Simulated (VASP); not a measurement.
# Al9H in VASP: a series of runs

Al9H is run at these levels: PBE; tasks: single point.

Everything below comes from runs of VASP 6.6.1. Logs are shortened: lines on timing, memory, paths and dates and some standing lists are left out, and cuts for length are marked.

## 1. The cell of the first run

The cell holds a slab with vacuum, 20 atoms: a = 5.707 Å, b = 9.806 Å, c = 22.790 Å, α = 90.00°, β = 90.00°, γ = 98.37°.

## 2. Single point, PBE

File INCAR:

```
SYSTEM = Al9H
  PREC = Accurate
  ENCUT = 520
  EDIFF = 1E-6
  ISMEAR = 0
  SIGMA = 0.1
  LREAL = Auto
  LASPH = .True.
  NELM = 80
  ALGO = Normal
  ISIF = 2
  LWAVE = .False.
  LCHARG = .False.
  LDIPOL = .True.
  IDIPOL = 3
  DIPOL = 0.5 0.5 0.306
  GGA = PE
  NBANDS = 44
```

File KPOINTS:

```
Automatic mesh
0
Gamma
  5 3 1
  0 0 0
```

File POSCAR:

```
Al9H
1.0
    5.7070863109      0.0000000000      0.0000000000
   -1.4267715777      9.7014842373      0.0000000000
    0.0000000000      0.0000000000     22.7903703632
Al H
18 2
Direct
    0.2662216041      0.0648864163      0.1755127247
    0.7662216041      0.0648864163      0.1755127247
    0.3354806058      0.3419224231      0.2192029853
    0.8354806058      0.3419224231      0.2192029853
    0.1493324061      0.5973296244      0.2279410374
    0.6493324061      0.5973296244      0.2279410374
    0.4631842064      0.8527368258      0.2366790895
    0.9631842064      0.8527368258      0.2366790895
    0.0319772084      0.1277109167      0.2808262503
    0.5319772084      0.1277109167      0.2808262503
    0.0997917590      0.4042231279      0.3301071124
    0.5997917590      0.4042231279      0.3301071124
    0.4144000530      0.6596656505      0.3369822082
    0.9144000530      0.6596656505      0.3369822082
    0.2263076920      0.9110819249      0.3449259127
    0.7263076920      0.9110819249      0.3449259127
    0.2962427236      0.1814071990      0.3857054635
    0.7962427236      0.1814071990      0.3857054635
    0.3957937529      0.9110819249      0.5173400070
    0.5568216312      0.9110819249      0.5173400070
```

Potentials or basis: VASP PAW PBE potentials, release 64 (Al, H).

The run is started by

```
> cat potpaw_PBE.64/Al/POTCAR potpaw_PBE.64/H/POTCAR > POTCAR
> mpirun -np 1 vasp_std > vasp.out
```

OUTCAR:

```text
SYSTEM = Al9H
   PREC = Accurate
   ENCUT = 520
   EDIFF = 1E-6
   ISMEAR = 0
   LREAL = Auto
   LASPH = .True.
   NELM = 80
   ISIF = 2
   GGA = PE

 ion  position               nearest neighbor table
   1  0.266  0.065  0.176-   2 2.85   2 2.85   9 2.86  10 2.86   7 2.87   8 2.87   3 2.87
   2  0.766  0.065  0.176-   1 2.85   1 2.85  10 2.86   9 2.86   8 2.87   7 2.87   4 2.87
   3  0.335  0.342  0.219-   4 2.85   4 2.85   6 2.87   5 2.87   1 2.87   9 2.89  10 2.89  12 2.96
                            11 2.97
   4  0.835  0.342  0.219-   3 2.85   3 2.85   5 2.87   6 2.87   2 2.87  10 2.89   9 2.89  11 2.96
                            12 2.97
   5  0.149  0.597  0.228-   6 2.85   6 2.85   4 2.87   3 2.87   7 2.87   8 2.87  13 2.93  14 2.93
                            11 2.99
   6  0.649  0.597  0.228-   5 2.85   5 2.85   3 2.87   4 2.87   8 2.87   7 2.87  14 2.93  13 2.93
                            12 2.99
   7  0.463  0.853  0.237-  10 2.85   8 2.85   8 2.85   1 2.87   5 2.87   2 2.87   6 2.87  16 2.90
                            15 2.91  13 2.96
   8  0.963  0.853  0.237-   9 2.85   7 2.85   7 2.85   2 2.87   6 2.87   1 2.87   5 2.87  15 2.90
                            16 2.91  14 2.96
   9  0.032  0.128  0.281-  18 2.83  17 2.83   8 2.85  10 2.85  10 2.85   1 2.86   2 2.86   3 2.89
                             4 2.89  11 2.91  15 2.93  16 2.93
  10  0.532  0.128  0.281-  17 2.83  18 2.83   7 2.85   9 2.85   9 2.85   2 2.86   1 2.86   4 2.89
                             3 2.89  12 2.91  16 2.93  15 2.93
  11  0.100  0.404  0.330-  12 2.85  12 2.85  14 2.86  13 2.87  18 2.88  17 2.89   9 2.91   4 2.96
                             3 2.97   5 2.99
  12  0.600  0.404  0.330-  11 2.85  11 2.85  13 2.86  14 2.87  17 2.88  18 2.89  10 2.91   3 2.96
                             4 2.97   6 2.99
  13  0.414  0.660  0.337-  16 2.83  15 2.83  14 2.85  14 2.85  12 2.86  11 2.87   5 2.93   6 2.93
                             7 2.96
  14  0.914  0.660  0.337-  15 2.83  16 2.83  13 2.85  13 2.85  11 2.86  12 2.87   6 2.93   5 2.93
                             8 2.96
  15  0.226  0.911  0.345-  17 2.78  14 2.83  13 2.83  16 2.85  16 2.85   8 2.90   7 2.91   9 2.93
                            10 2.93
  16  0.726  0.911  0.345-  18 2.78  13 2.83  14 2.83  15 2.85  15 2.85   7 2.90   8 2.91  10 2.93
                             9 2.93
  17  0.296  0.181  0.386-  15 2.78  10 2.83   9 2.83  18 2.85  18 2.85  12 2.88  11 2.89
  18  0.796  0.181  0.386-  16 2.78   9 2.83  10 2.83  17 2.85  17 2.85  11 2.88  12 2.89
  19  0.396  0.911  0.517-
  20  0.557  0.911  0.517-

  LATTYP: Found a simple monoclinic cell.
 ALAT       =     5.7070863109
 B/A-ratio  =     3.9933460126
 C/A-ratio  =     1.7181865164
 COS(beta)  =    -0.1455022476

  Lattice vectors:

 A1 = (   5.7070863109,   0.0000000000,   0.0000000000)
 A2 = (   0.0000000000,   0.0000000000, -22.7903703632)
 A3 = (  -1.4267715777,   9.7014842373,   0.0000000000)

Analysis of symmetry for initial positions (statically):
=====================================================================
 Subroutine PRICEL returns:
 Original cell was already a primitive cell.

 Routine SETGRP: Setting up the symmetry group for a
 simple monoclinic supercell.

 Subroutine GETGRP returns: Found  1 space group operations
 (whereof  1 operations were pure point group operations)
 out of a pool of  4 trial point group operations.

The static configuration has the point symmetry C_1 .

Analysis of symmetry for dynamics (positions and initial velocities):
=====================================================================
 Subroutine PRICEL returns:
 Original cell was already a primitive cell.

 Routine SETGRP: Setting up the symmetry group for a
 simple monoclinic supercell.

 Subroutine GETGRP returns: Found  1 space group operations
 (whereof  1 operations were pure point group operations)
 out of a pool of  4 trial point group operations.

The dynamic configuration has the point symmetry C_1 .

 Subroutine INISYM returns: Found  1 space group operations
 (whereof  1 operations are pure point group operations),
 and found     1 'primitive' translations

----------------------------------------------------------------------------------------

                                     Primitive cell

  volume of cell :    1261.8392

  direct lattice vectors                    reciprocal lattice vectors
     5.707086311  0.000000000  0.000000000     0.175220760  0.025769253  0.000000000
    -1.426771578  9.701484237  0.000000000     0.000000000  0.103077011  0.000000000
     0.000000000  0.000000000 22.790370363     0.000000000  0.000000000  0.043878181

  length of vectors
     5.707086311  9.805838747 22.790370363     0.177105531  0.103077011  0.043878181

  position of ions in fractional coordinates (direct lattice)
     0.266221604  0.064886416  0.175512725
     0.766221604  0.064886416  0.175512725
     0.335480606  0.341922423  0.219202985
     0.835480606  0.341922423  0.219202985
     0.149332406  0.597329624  0.227941037
     0.649332406  0.597329624  0.227941037
[... 12 lines left out ...]
     0.395793753  0.911081925  0.517340007
     0.556821631  0.911081925  0.517340007

  ion indices of the primitive-cell ions
   primitive index   ion index
                 1           1
                 2           2
                 3           3
                 4           4
                 5           5
                 6           6
[... 12 lines left out ...]
                19          19
                20          20

----------------------------------------------------------------------------------------

 KPOINTS: Automatic mesh

Automatic generation of k-mesh.
 Grid dimensions read from file:
 generate k-points for:    5    3    1

 Generating k-lattice:

  Cartesian coordinates                     Fractional coordinates (reciprocal lattice)
     0.035044152  0.005153851  0.000000000     0.200000000  0.000000000  0.000000000
     0.000000000  0.034359004  0.000000000     0.000000000  0.333333333  0.000000000
     0.000000000  0.000000000  0.043878181     0.000000000  0.000000000  1.000000000

  Length of vectors
     0.035421106  0.034359004  0.043878181

  Shift w.r.t. Gamma in fractional coordinates (k-lattice)
     0.000000000  0.000000000  0.000000000

 Subroutine IBZKPT returns following result:
 ===========================================

 Found      8 irreducible k-points:

 Following reciprocal coordinates:
            Coordinates               Weight
  0.000000  0.000000  0.000000      1.000000
  0.200000  0.000000  0.000000      2.000000
  0.400000  0.000000  0.000000      2.000000
  0.000000  0.333333  0.000000      2.000000
  0.200000  0.333333  0.000000      2.000000
  0.400000  0.333333  0.000000      2.000000
 -0.400000  0.333333  0.000000      2.000000
 -0.200000  0.333333  0.000000      2.000000
   k-points           NKPTS =      8   k-points in BZ     NKDIM =      8   number of bands    NBANDS=     44
   number of dos      NEDOS =    301   number of ions     NIONS =     20
   total plane-waves  NPLWV = 604800
   dimension x,y,z NGX =    42 NGY =   80 NGZ =  180
   dimension x,y,z NGXF=    84 NGYF=  160 NGZF=  360
   ions per type =              18   2
   NGX,Y,Z   is equivalent  to a cutoff of  12.23, 13.56, 13.13 a.u.
   NGXF,Y,Z  is equivalent  to a cutoff of  24.47, 27.13, 26.26 a.u.
 SYSTEM =  Al9H
   PREC   = accura    normal or accurate (medium, high low for compatibility)
   ISTART =      0    job   : 0-new  1-cont  2-samecut
   ICHARG =      2    charge: 1-file 2-atom 10-const
   ISPIN  =      1    spin polarized calculation?
   LNONCOLLINEAR =      F non collinear calculations
   LSORBIT =      F    spin-orbit coupling
   LASPH  =      T    aspherical Exc in radial PAW
   ENCUT  =  520.0 eV  38.22 Ry    6.18 a.u.  10.61 18.23 42.37*2*pi/ulx,y,z
   NELM   =     80;   NELMIN=  2; NELMDL= -5     # of ELM steps
   EDIFF  = 0.1E-05   stopping-criterion for ELM
   LREAL  =      T    real-space projection
   EDIFFG = 0.1E-04   stopping-criterion for IOM
   NSW    =      0    number of steps for IOM
   IBRION =     -1    ionic relax: 0-MD 1-quasi-New 2-CG
   NFREE  =      0    steps in history (QN), initial steepest desc. (CG)
   ISIF   =      2    stress and relaxation
   ISYM   =      2    0-nonsym 1-usesym 2-fastsym
   POTIM  = 0.5000    time-step for ionic-motion
   TEBEG  =    0.0;   TEEND  =   0.0 temperature during run
   PSTRESS=    0.0 pullay stress
   NELECT =      56.0000    total number of electrons
   NUPDOWN=      -1.0000    fix difference up-down
   EMIN   =  10.00;   EMAX   =-10.00  energy-range for DOS
   EFERMI =   0.00;   METHOD = LEGACY
   ISMEAR =     0;   SIGMA  =   0.10  broadening in eV -4-tet -1-fermi 0-gaus
   EFERMI_NEDOS =   21; number of points for ismear=-14 and -15
   IALGO  =     38    algorithm
   IMIX   =      4    mixing-type and parameters
     AMIX     =   0.40;   BMIX     =  1.00
     AMIX_MAG =   1.60;   BMIX_MAG =  1.00
  volume/ion in A,a.u.               =      63.09       425.77
  Fermi-wavevector in a.u.,A,eV,Ry     =   0.579610  1.095305  4.570853  0.335948
  Thomas-Fermi vector in A             =   1.623387
   LORBIT       =      0    0 simple, 1 ext, 2 COOP (PROOUT), +10 PAW based schemes
   GGA     = PE    functional components
   LHFCALC =     F    Hartree Fock is set to
   AEXX    =    0.0000 exact exchange contribution
   IVDW    =     0    specifies the selected vdW correction
   LEPSILON=     F    determine dielectric tensor
   LRPA    =     F    only Hartree local field effects (RPA)
 non-spin polarized calculation
 Gauss-broadening in eV      SIGMA  =   0.10
  energy-cutoff  :      520.00
  volume of cell :     1261.84
 maximum number of plane-waves:     34010
   NGX = 21   NGY = 37   NGZ = 85

 number of electron      56.0000000 magnetization

 dipolmoment           0.000000      0.000000     -0.001238 electrons x Angstroem

 Free energy of the ion-electron system (eV)
  ---------------------------------------------------
  ext. energy  EPLUGINS =         0.00000000
  ---------------------------------------------------
  free energy    TOTEN  =       -67.67795065 eV

  energy without entropy =      -67.63166341  energy(sigma->0) =      -67.65480703

 E-fermi :  -1.1896     XC(G=0):  -3.4426

 val. band max:       -1.2096358180   @ k =   0.0000   0.3333   0.0000
 cond. band min:      -1.1726450274   @ k =   0.2000   0.0000   0.0000
 fundamental gap:      0.0369907907
 Fermi energy:        -1.1896178094

 k-point     1 :       0.0000    0.0000    0.0000
  band No.  band energies     occupation
      1     -11.2588      2.00000
      2      -9.7179      2.00000
      3      -9.6187      2.00000
      4      -8.9725      2.00000
      5      -7.1607      2.00000
      6      -7.1337      2.00000
[... 32 lines left out ...]
     39       0.8521      0.00000
     40       0.8790      0.00000

 k-point     2 :       0.2000    0.0000    0.0000
  band No.  band energies     occupation
      1     -11.0742      2.00000
      2      -9.6447      2.00000
      3      -9.3266      2.00000
      4      -8.7908      2.00000
      5      -8.3365      2.00000
      6      -7.3683      2.00000
[... 247 lines left out ...]
     39       1.1750      0.00000
     40       1.2316      0.00000

 k-point     8 :      -0.2000    0.3333    0.0000
  band No.  band energies     occupation
      1     -10.9665      2.00000
      2     -10.2206      2.00000
      3      -8.7555      2.00000
      4      -8.4918      2.00000
      5      -8.1513      2.00000
      6      -7.8186      2.00000
[... 32 lines left out ...]
     39       0.9195      0.00000
     40       1.0428      0.00000
 [bands above 40 left out]

------------------------ aborting loop because EDIFF is reached ----------------------------------------

 vacuum level on the upper side and lower side of the slab       (xc-potential included)        -0.080        -0.066

  FORCE on cell =-STRESS in cart. coord.  units (eV):
  Direction    XX          YY          ZZ          XY          YZ          ZX
  --------------------------------------------------------------------------------------
  -------------------------------------------------------------------------------------
  Total      -15.0225870    -12.6456178     -0.1665553      0.0751859     -0.5861753      0.0099232
  in kB      -19.0744184    -16.0563427     -0.2114779      0.0954647     -0.7442762      0.0125996
  external PRESSURE =     -11.7807463 kB  Pullay stress =       0.0000000 kB

 VOLUME and BASIS-vectors are now :
 -----------------------------------------------------------------------------
  energy-cutoff  :      520.00
  volume of cell :     1261.84
      direct lattice vectors                 reciprocal lattice vectors
     5.707086311  0.000000000  0.000000000     0.175220760  0.025769253  0.000000000
    -1.426771578  9.701484237  0.000000000     0.000000000  0.103077011  0.000000000
     0.000000000  0.000000000 22.790370363     0.000000000  0.000000000  0.043878181

 POSITION                                       TOTAL-FORCE (eV/Angst)
 -----------------------------------------------------------------------------------
      1.42677      0.62949      4.00000        -0.011693      0.156958      0.031089
      4.28031      0.62949      4.00000        -0.000727      0.155594      0.031857
      1.42677      3.31715      4.99572         0.002800      0.034430      0.061121
      4.28031      3.31715      4.99572         0.008734      0.036397      0.060816
      0.00000      5.79498      5.19486        -0.000206     -0.073664      0.029974
      2.85354      5.79498      5.19486        -0.002271     -0.074127      0.029327
[... 12 lines left out ...]
      0.95892      8.83885     11.79037         3.520123     -0.001820      0.007129
      1.87792      8.83885     11.79037        -3.519232     -0.001542      0.007240
 -----------------------------------------------------------------------------------
    total drift:                               -0.007879     -0.032142     -0.007350

  FREE ENERGIE OF THE ION-ELECTRON SYSTEM (eV)
  ---------------------------------------------------
  free  energy   TOTEN  =       -67.6779506472 eV

  energy  without entropy=      -67.6316634119  energy(sigma->0) =      -67.65480703

 vacuum level on the upper side and lower side of the slab         2.932         2.942
```

It took 13 min on 1 thread of Intel Xeon 6975P-C (Granite Rapids), shared host; peak memory 1.2 GiB.

What came out:

```yaml
Free_energy: -67.6780 eV
Largest_force: 3.520 eV/Å
Band_gap_on_the_k_mesh: zero (band 28 reaches -1.04 eV, above the bottom of band 29 at -1.77 eV)
```

Forces on the atoms (eV/Å):
```
Al  -0.012  0.157  0.031
Al  -0.001  0.156  0.032
Al   0.003  0.034  0.061
Al   0.009  0.036  0.061
Al   0.000 -0.074  0.030
Al  -0.002 -0.074  0.029
Al   0.001 -0.101 -0.120
Al   0.004 -0.099 -0.118
Al   0.000  0.009 -0.002
Al   0.000  0.010 -0.004
Al   0.003 -0.013 -0.001
Al   0.004 -0.012 -0.001
Al  -0.005 -0.007 -0.002
Al  -0.004 -0.009 -0.004
Al  -0.005 -0.001 -0.001
Al   0.000  0.001 -0.002
Al  -0.001 -0.004 -0.003
Al   0.005 -0.006 -0.001
H    3.520 -0.002  0.007
H   -3.519 -0.002  0.007
```

[end of part 1 of 2]
